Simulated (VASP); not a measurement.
SiC:

```
CELL_PARAMETERS angstrom
2.24566 2.24566 4.49132
-2.24566 -2.24566 4.49132
6.73698 -4.49132 2.24566
ATOMIC_POSITIONS crystal
C 0.19717 0.00030 0.60484
C 0.09770 0.50163 0.80062
C 0.60353 0.99897 0.79577
C 0.29356 0.50194 0.39980
C 0.70084 0.50033 0.60268
C 0.49636 0.50352 0.99286
C 0.89893 0.49611 0.20224
C 0.96832 0.87145 0.80158
C 0.38235 0.86969 0.00351
C 0.77908 0.86681 0.19935
Si 0.99741 0.00343 0.00053
Si 0.39382 0.00145 0.20141
Si 0.79912 0.00270 0.39993
Si 0.57559 0.87593 0.59894
Si 0.47669 0.37032 0.80348
Si 0.67074 0.37383 0.39984
Si 0.17813 0.87270 0.40349
Si 0.07718 0.37733 0.59754
Si 0.88159 0.37406 0.99696
Si 0.27421 0.37928 0.19642
```

```yaml
Program: VASP 6.6.1
Task: relaxation of cell and atoms
Functional: PBE
Potentials_or_basis: VASP PAW PBE potentials, release 64 (C, Si)
Cutoff: 600 eV
k_mesh: 3 × 3 × 2, shifted
Occupations: gaussian, width 0.1 eV
Spin: no spin polarisation
```

At the start: pressure 8.4 GPa; volume 11.32 Å³/atom.

Question: How do energy, volume and symmetry change on relaxing?

Answer: Over 19 steps the energy falls by 538.8 meV/atom and the volume is 10.97 Å³/atom (-3.1 %); space group P1 (No. 1, to 0.1 Å) before and after.

Step by step:
| step | energy change (eV) | largest force (eV/Å) | pressure (GPa) | volume (Å³) |
| --- | --- | --- | --- | --- |
| 1 | 0.0000 | 10.9244 | 8.41 | 226.50 |
| 2 | 0.2580 | 12.7768 | -4.14 | 245.96 |
| 3 | -7.4967 | 3.4705 | -6.33 | 234.58 |
| 4 | -7.5165 | 3.3417 | -6.13 | 234.26 |
| 5 | -9.7456 | 2.5695 | -1.37 | 223.02 |
| 6 | -9.8437 | 2.8298 | 0.75 | 220.19 |
| 7 | -10.1514 | 4.6507 | 3.69 | 216.20 |
| 8 | -10.4279 | 2.1731 | 1.97 | 217.78 |
| 9 | -10.6279 | 1.0617 | -1.00 | 220.72 |
| 10 | -10.6778 | 0.6049 | -0.23 | 219.77 |
| 11 | -10.7478 | 0.3134 | -0.31 | 219.88 |
| 12 | -10.7483 | 0.3425 | -0.31 | 219.89 |
| 13 | -10.7664 | 0.1617 | 0.14 | 219.37 |
| 14 | -10.7672 | 0.1749 | 0.26 | 219.24 |
| 15 | -10.7730 | 0.0919 | -0.04 | 219.55 |
| 16 | -10.7731 | 0.1066 | -0.10 | 219.61 |
| 17 | -10.7750 | 0.0720 | -0.03 | 219.53 |
| 18 | -10.7751 | 0.0739 | -0.03 | 219.53 |
| 19 | -10.7757 | 0.0335 | 0.03 | 219.45 |

Final structure:
```xyz
20
Lattice="2.1996 2.2041 4.3555 -2.2825 -2.2881 4.4378 6.6570 -4.4664 2.1780" Properties=species:S:1:pos:R:3 pbc="T T T"
C     2.3723   -4.7793    6.4391
C     4.2691   -4.6105    4.4770
C     4.5688   -4.4818    8.7777
C     2.2660   -2.3268    4.3347
C     4.4461   -2.3166    6.5088
C     6.4561   -4.5975    6.7315
C     2.0389   -0.1508    6.7096
C     5.4385   -3.4047    9.7380
C     5.4425   -5.3644    7.7259
C     1.0446   -0.8984    7.6607
Si    4.4056   -6.5348    6.5804
Si   -0.1084   -2.0175    6.6575
Si    1.9599   -2.2030    8.6288
Si    3.4141   -3.5738    7.5342
Si    5.5492   -3.4248    5.4539
Si    3.1539   -1.2529    5.5975
Si    1.3329   -3.4491    5.5265
Si    3.3726   -3.4377    3.2310
Si    7.6018   -3.5030    7.7791
Si    0.9355   -1.2472    3.4643
```

Caveat: the k points lie up to 0.43 Å⁻¹ apart in the final cell.
